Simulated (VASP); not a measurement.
## SiAs3: single point with PBE

The system is SiAs3.

```
CELL_PARAMETERS angstrom
3.77091 2.17713 3.20485
-3.77091 2.17713 3.20485
0.00000 -4.35427 3.20485
ATOMIC_POSITIONS crystal
Si 0.26136 0.26136 0.26136
Si 0.73864 0.73864 0.73864
As 0.76577 0.26673 0.76577
As 0.76577 0.76577 0.26673
As 0.26673 0.76577 0.76577
As 0.23423 0.73327 0.23423
As 0.73327 0.23423 0.23423
As 0.23423 0.23423 0.73327
```

- Program: VASP 6.6.1
- Task: single point
- Functional: PBE
- Potentials or basis: VASP PAW PBE potentials, release 64 (Si, As)
- Cutoff: 520 eV
- k mesh: 3 × 3 × 3
- Occupations: gaussian, width 0.1 eV
- Spin: no spin polarisation
- Dipole correction: no
- Further INCAR settings: ALGO = Normal; EDIFF = 1e-07; NBANDS = 29

```json
{"Pressure": "0.2 GPa", "Largest force": "0.027 eV/Å", "Band gap on the k mesh": "zero (band 19 reaches 5.92 eV, above the bottom of band 20 at 4.70 eV)"}
```

Forces in eV/Å, atoms in the order of the input:
```
Si   0.000  0.000 -0.001
Si   0.000  0.000  0.001
As  -0.012  0.007 -0.022
As   0.000 -0.014 -0.022
As   0.012  0.007 -0.022
As   0.012 -0.007  0.022
As  -0.012 -0.007  0.022
As   0.000  0.014  0.022
```

Levels at points of the mesh, in eV from the Fermi level:
```
           k point  band 17  band 18  band 19  band 20  band 21  band 22
(0.00, 0.00, 0.00)    -2.82    -1.43    -1.29    -1.29     2.04     2.04
```

Run time: 31 s on 1 thread of AMD EPYC 7R13 Processor (Zen 3) (shared host), peak memory 0.21 GiB.

Caveat: the k points lie up to 0.39 Å⁻¹ apart.
